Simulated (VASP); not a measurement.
# B (P6_3/mmc) in VASP: a series of runs

Runs on B. Level: LDA. Tasks: single point.

Everything below comes from runs of VASP 6.6.1. Logs are shortened: lines on timing, memory, paths and dates and some standing lists are left out, and cuts for length are marked.

## Step 1: The cell of the first run

It takes space group P6_3/mmc (No. 194, hexagonal). Conventional cell: a = 1.696 Å, b = 1.696 Å, c = 13.872 Å, α = 90.00°, β = 90.00°, γ = 120.00°. B (site symmetry -3m) has 6 B at 1.70 Å within 2.3 Å. B (site symmetry -6m2) has 6 B at 1.70 Å within 2.3 Å.

## Step 2: Single point, LDA

INCAR

```
PREC = Accurate ; ENCUT = 520
EDIFF = 1E-6 ; ISMEAR = -1
SIGMA = 0.1 ; LREAL = False
LASPH = True ; NELM = 80
ALGO = Normal ; ISIF = 2
LWAVE = False ; LCHARG = False
GGA = CA ; NBANDS = 14
```

KPOINTS

```
regular mesh
0
Gamma
  17 17 5
```

POSCAR

```
B
1.0
    1.6962230524      0.0000000000      0.0000000000
   -0.8481115262      1.4689722538      0.0000000000
    0.0000000000      0.0000000000     13.8723875565
B
4
Direct
    0.0000000000      1.0000000000      0.0000000000
    0.0000000000      0.0000000000      0.5000000000
    0.3333333333      0.6666666667      0.2500000000
    0.6666666667      0.3333333333      0.7500000000
```

Potentials or basis: VASP PAW LDA potentials, release 64 (B).

On the command line:

```
cat potpaw_LDA.64/B/POTCAR > POTCAR
mpirun -np 1 vasp_std > vasp.out
```

OUTCAR:

```text
PREC = Accurate
   ENCUT = 520
   EDIFF = 1E-6
   ISMEAR = -1
   LREAL = False
   LASPH = True
   NELM = 80
   ISIF = 2
   GGA = CA

 ion  position               nearest neighbor table
   1  0.000  0.000  0.000-
   2  0.000  0.000  0.500-
   3  0.333  0.667  0.250-
   4  0.667  0.333  0.750-

  LATTYP: Found a hexagonal cell.
 ALAT       =     1.6962230524
 C/A-ratio  =     8.1783981988

  Lattice vectors:

 A1 = (   1.6962230524,   0.0000000000,   0.0000000000)
 A2 = (  -0.8481115262,   1.4689722538,   0.0000000000)
 A3 = (   0.0000000000,   0.0000000000,  13.8723875565)

Analysis of symmetry for initial positions (statically):
=====================================================================
 Subroutine PRICEL returns:
 Original cell was already a primitive cell.

 Routine SETGRP: Setting up the symmetry group for a
 hexagonal supercell.

 Subroutine GETGRP returns: Found 24 space group operations
 (whereof 12 operations were pure point group operations)
 out of a pool of 24 trial point group operations.

The static configuration has the point symmetry D_3d.
 The point group associated with its full space group is D_6h.

Analysis of symmetry for dynamics (positions and initial velocities):
=====================================================================
 Subroutine PRICEL returns:
 Original cell was already a primitive cell.

 Routine SETGRP: Setting up the symmetry group for a
 hexagonal supercell.

 Subroutine GETGRP returns: Found 24 space group operations
 (whereof 12 operations were pure point group operations)
 out of a pool of 24 trial point group operations.

The dynamic configuration has the point symmetry D_3d.
 The point group associated with its full space group is D_6h.

 Subroutine INISYM returns: Found 24 space group operations
 (whereof 12 operations are pure point group operations),
 and found     1 'primitive' translations

----------------------------------------------------------------------------------------

                                     Primitive cell

  volume of cell :      34.5659

  direct lattice vectors                    reciprocal lattice vectors
     1.696223052  0.000000000  0.000000000     0.589545106  0.340374026  0.000000000
    -0.848111526  1.468972254  0.000000000     0.000000000  0.680748052  0.000000000
     0.000000000  0.000000000 13.872387556     0.000000000  0.000000000  0.072085645

  length of vectors
     1.696223052  1.696223052 13.872387556     0.680748052  0.680748052  0.072085645

  position of ions in fractional coordinates (direct lattice)
     0.000000000  0.000000000  0.000000000
     0.000000000  0.000000000  0.500000000
     0.333333333  0.666666667  0.250000000
     0.666666667  0.333333333  0.750000000

  ion indices of the primitive-cell ions
   primitive index   ion index
                 1           1
                 2           2
                 3           3
                 4           4

----------------------------------------------------------------------------------------

 KPOINTS: regular mesh

Automatic generation of k-mesh.
 Grid dimensions read from file:
 generate k-points for:   17   17    5

 Generating k-lattice:

  Cartesian coordinates                     Fractional coordinates (reciprocal lattice)
     0.034679124  0.020022002  0.000000000     0.058823529  0.000000000  0.000000000
     0.000000000  0.040044003  0.000000000     0.000000000  0.058823529  0.000000000
     0.000000000  0.000000000  0.014417129     0.000000000  0.000000000  0.200000000

  Length of vectors
     0.040044003  0.040044003  0.014417129

  Shift w.r.t. Gamma in fractional coordinates (k-lattice)
     0.000000000  0.000000000  0.000000000

 Subroutine IBZKPT returns following result:
 ===========================================

 Found     99 irreducible k-points:

 Following reciprocal coordinates:
            Coordinates               Weight
  0.000000  0.000000  0.000000      1.000000
  0.058824 -0.000000  0.000000      6.000000
  0.117647 -0.000000  0.000000      6.000000
  0.176471  0.000000  0.000000      6.000000
  0.235294 -0.000000  0.000000      6.000000
  0.294118  0.000000  0.000000      6.000000
[... 16 lines left out ...]
  0.411765  0.117647  0.000000     12.000000
  0.176471  0.176471  0.000000      6.000000
 [... further k-points ...]
   k-points           NKPTS =     99   k-points in BZ     NKDIM =     99   number of bands    NBANDS=     14
   number of dos      NEDOS =    301   number of ions     NIONS =      4
   total plane-waves  NPLWV =  21168
   dimension x,y,z NGX =    14 NGY =   14 NGZ =  108
   dimension x,y,z NGXF=    28 NGYF=   28 NGZF=  216
   ions per type =               4
   NGX,Y,Z   is equivalent  to a cutoff of  13.72, 13.72, 12.94 a.u.
   NGXF,Y,Z  is equivalent  to a cutoff of  27.44, 27.44, 25.89 a.u.
 SYSTEM =  unknown system
   PREC   = accura    normal or accurate (medium, high low for compatibility)
   ISTART =      0    job   : 0-new  1-cont  2-samecut
   ICHARG =      2    charge: 1-file 2-atom 10-const
   ISPIN  =      1    spin polarized calculation?
   LNONCOLLINEAR =      F non collinear calculations
   LSORBIT =      F    spin-orbit coupling
   LASPH  =      T    aspherical Exc in radial PAW
   ENCUT  =  520.0 eV  38.22 Ry    6.18 a.u.   3.15  3.15 25.79*2*pi/ulx,y,z
   NELM   =     80;   NELMIN=  2; NELMDL= -5     # of ELM steps
   EDIFF  = 0.1E-05   stopping-criterion for ELM
   LREAL  =      F    real-space projection
   EDIFFG = 0.1E-04   stopping-criterion for IOM
   NSW    =      0    number of steps for IOM
   IBRION =     -1    ionic relax: 0-MD 1-quasi-New 2-CG
   NFREE  =      0    steps in history (QN), initial steepest desc. (CG)
   ISIF   =      2    stress and relaxation
   ISYM   =      2    0-nonsym 1-usesym 2-fastsym
   POTIM  = 0.5000    time-step for ionic-motion
   TEBEG  =    0.0;   TEEND  =   0.0 temperature during run
   PSTRESS=    0.0 pullay stress
   NELECT =      12.0000    total number of electrons
   NUPDOWN=      -1.0000    fix difference up-down
   EMIN   =  10.00;   EMAX   =-10.00  energy-range for DOS
   EFERMI =   0.00;   METHOD = LEGACY
   ISMEAR =    -1;   SIGMA  =   0.10  broadening in eV -4-tet -1-fermi 0-gaus
   EFERMI_NEDOS =   21; number of points for ismear=-14 and -15
   IALGO  =     38    algorithm
   IMIX   =      4    mixing-type and parameters
     AMIX     =   0.40;   BMIX     =  1.00
     AMIX_MAG =   1.60;   BMIX_MAG =  1.00
  volume/ion in A,a.u.               =       8.64        58.32
  Fermi-wavevector in a.u.,A,eV,Ry     =   1.150587  2.174293 18.012067  1.323850
  Thomas-Fermi vector in A             =   2.287250
   LORBIT       =      0    0 simple, 1 ext, 2 COOP (PROOUT), +10 PAW based schemes
   GGA     = CA    functional components
   LHFCALC =     F    Hartree Fock is set to
   AEXX    =    0.0000 exact exchange contribution
   IVDW    =     0    specifies the selected vdW correction
   LEPSILON=     F    determine dielectric tensor
   LRPA    =     F    only Hartree local field effects (RPA)
 non-spin polarized calculation
  energy-cutoff  :      520.00
  volume of cell :       34.57
 maximum number of plane-waves:       961
 NGX is ok and might be reduce to    14
   NGX =  7   NGY =  7   NGZ = 51

 number of electron      12.0000000 magnetization

 Free energy of the ion-electron system (eV)
  ---------------------------------------------------
  ext. energy  EPLUGINS =         0.00000000
  ---------------------------------------------------
  free energy    TOTEN  =       -26.98849590 eV

  energy without entropy =      -26.94717869  energy(sigma->0) =      -26.96783730

 E-fermi :   5.7414     XC(G=0): -10.6230

 val. band max:        5.7406837686   @ k =   0.2941   0.1176   0.0000
 cond. band min:       5.7809775226   @ k =   0.2941   0.1176   0.2000
 fundamental gap:      0.0402937539
 Fermi energy:         5.7414024684

 k-point     1 :       0.0000    0.0000    0.0000
  band No.  band energies     occupation
      1     -11.3494      2.00000
      2     -11.1268      2.00000
      3     -11.1267      2.00000
      4     -10.8735      2.00000
      5      -3.1549      2.00000
      6      -2.0641      2.00000
      7      -2.0641      2.00000
      8      -0.6855      2.00000
      9       8.2422      0.00000
     10      11.2513      0.00000
     11      11.2513      0.00000
     12      15.7669      0.00000
     13      21.2639      0.00000
     14      27.4873      0.00000

 k-point     2 :       0.0588   -0.0000    0.0000
  band No.  band energies     occupation
      1     -11.1898      2.00000
      2     -10.9702      2.00000
      3     -10.9702      2.00000
      4     -10.7210      2.00000
      5      -2.9217      2.00000
      6      -1.8344      2.00000
      7      -1.8344      2.00000
      8      -0.4570      2.00000
      9       8.4338      0.00000
     10      11.4448      0.00000
     11      11.4448      0.00000
     12      15.9875      0.00000
     13      21.3018      0.00000
     14      27.3393      0.00000

 k-point     3 :       0.1176   -0.0000    0.0000
  band No.  band energies     occupation
      1     -10.7127      2.00000
      2     -10.5022      2.00000
      3     -10.5022      2.00000
      4     -10.2649      2.00000
      5      -2.2231      2.00000
      6      -1.1465      2.00000
      7      -1.1465      2.00000
      8       0.2269      2.00000
      9       9.0035      0.00000
     10      12.0168      0.00000
     11      12.0168      0.00000
     12      16.6451      0.00000
     13      21.3031      0.00000
     14      26.3762      0.00000

 k-point     4 :       0.1765    0.0000    0.0000
  band No.  band energies     occupation
      1      -9.9243      2.00000
      2      -9.7284      2.00000
      3      -9.7284      2.00000
      4      -9.5101      2.00000
      5      -1.0625      2.00000
      6      -0.0040      2.00000
      7      -0.0040      2.00000
      8       1.3608      2.00000
      9       9.9278      0.00000
     10      12.9257      0.00000
     11      12.9257      0.00000
     12      17.7236      0.00000
     13      20.7349      0.00000
     14      23.9841      0.00000

 k-point     5 :       0.2353   -0.0000    0.0000
  band No.  band energies     occupation
      1      -8.8387      2.00000
      2      -8.6625      2.00000
      3      -8.6625      2.00000
      4      -8.4689      2.00000
      5       0.5532      2.00000
      6       1.5845      2.00000
      7       1.5845      2.00000
      8       2.9330      2.00000
      9      11.1119      0.00000
     10      13.9883      0.00000
     11      13.9883      0.00000
[... 276 lines left out ...]
 k-point    22 :       0.3529    0.1176    0.0000
  band No.  band energies     occupation
      1      -3.7962      2.00000
      2      -3.7119      2.00000
      3      -3.7119      2.00000
      4      -3.6242      2.00000
      5       8.4863      0.00000
      6       8.8922      0.00000
      7       8.9034      0.00000
      8       9.0824      0.00000
      9       9.3076      0.00000
     10       9.6336      0.00000
     11       9.6410      0.00000
     12      10.3641      0.00000
     13      17.9515      0.00000
     14      18.8337      0.00000

 k-point    23 :       0.4118    0.1176    0.0000
  band No.  band energies     occupation
      1      -2.5678      2.00000
      2      -2.5271      2.00000
      3      -2.5271      2.00000
      4      -2.4857      2.00000
      5       7.2369      0.00000
      6       7.3424      0.00000
      7       7.3501      0.00000
      8       7.4696      0.00000
      9      11.0984      0.00000
     10      11.6484      0.00000
     11      11.6590      0.00000
     12      12.2119      0.00000
     13      18.5278      0.00000
     14      18.6373      0.00000

 k-point    24 :       0.1765    0.1765    0.0000
  band No.  band energies     occupation
      1      -7.1332      2.00000
      2      -6.9843      2.00000
      3      -6.9843      2.00000
      4      -6.8235      2.00000
      5       3.0664      2.00000
      6       4.0521      2.00000
      7       4.0521      2.00000
      8       5.3611      1.95636
      9      12.9890      0.00000
     10      15.6257      0.00000
     11      15.6259      0.00000
     12      17.0059      0.00000
     13      17.0251      0.00000
     14      17.0253      0.00000

 [... further k-points ...]

------------------------ aborting loop because EDIFF is reached ----------------------------------------

  FORCE on cell =-STRESS in cart. coord.  units (eV):
  Direction    XX          YY          ZZ          XY          YZ          ZX
  --------------------------------------------------------------------------------------
  -------------------------------------------------------------------------------------
  Total        0.0398745      0.0398745     -0.0143533      0.0000000      0.0000000      0.0000000
  in kB        1.8482406      1.8482406     -0.6652962      0.0000000      0.0000000      0.0000000
  external PRESSURE =       1.0103950 kB  Pullay stress =       0.0000000 kB

 VOLUME and BASIS-vectors are now :
 -----------------------------------------------------------------------------
  energy-cutoff  :      520.00
  volume of cell :       34.57
      direct lattice vectors                 reciprocal lattice vectors
     1.696223052  0.000000000  0.000000000     0.589545106  0.340374026  0.000000000
    -0.848111526  1.468972254  0.000000000     0.000000000  0.680748052  0.000000000
     0.000000000  0.000000000 13.872387556     0.000000000  0.000000000  0.072085645

 POSITION                                       TOTAL-FORCE (eV/Angst)
 -----------------------------------------------------------------------------------
      0.00000      0.00000      0.00000        -0.000000      0.000000     -0.000000
      0.00000      0.00000      6.93619        -0.000000      0.000000     -0.000000
     -0.00000      0.97931      3.46810        -0.000000      0.000000     -0.000000
      0.84811      0.48966     10.40429         0.000000     -0.000000      0.000000
 -----------------------------------------------------------------------------------
    total drift:                               -0.000000      0.000000      0.000000

  FREE ENERGIE OF THE ION-ELECTRON SYSTEM (eV)
  ---------------------------------------------------
  free  energy   TOTEN  =       -26.9884958984 eV

  energy  without entropy=      -26.9471786940  energy(sigma->0) =      -26.96783730
```

Run time: 26 s. Hardware: 1 thread of AMD EPYC 9R45 (Zen 5), shared host; peak memory 0.12 GiB.

What came out:

```yaml
Free_energy: -26.9885 eV
Pressure: 0.1 GPa
Band_gap_on_the_k_mesh: zero (band 6 reaches 8.89 eV, above the bottom of band 7 at -2.06 eV)
```

Stress tensor (GPa, compression positive):
```
 0.18  0.00  0.00
 0.00  0.18  0.00
 0.00  0.00 -0.07
```

Levels at points of the mesh, in eV from the Fermi level:
```csv
k point,band 6,band 7,band 8,band 9,band 10,band 11
"(0.00, 0.00, 0.00)",-7.81,-7.81,-6.43,2.50,5.51,5.51
```

(Continued in part 2 of 2.)
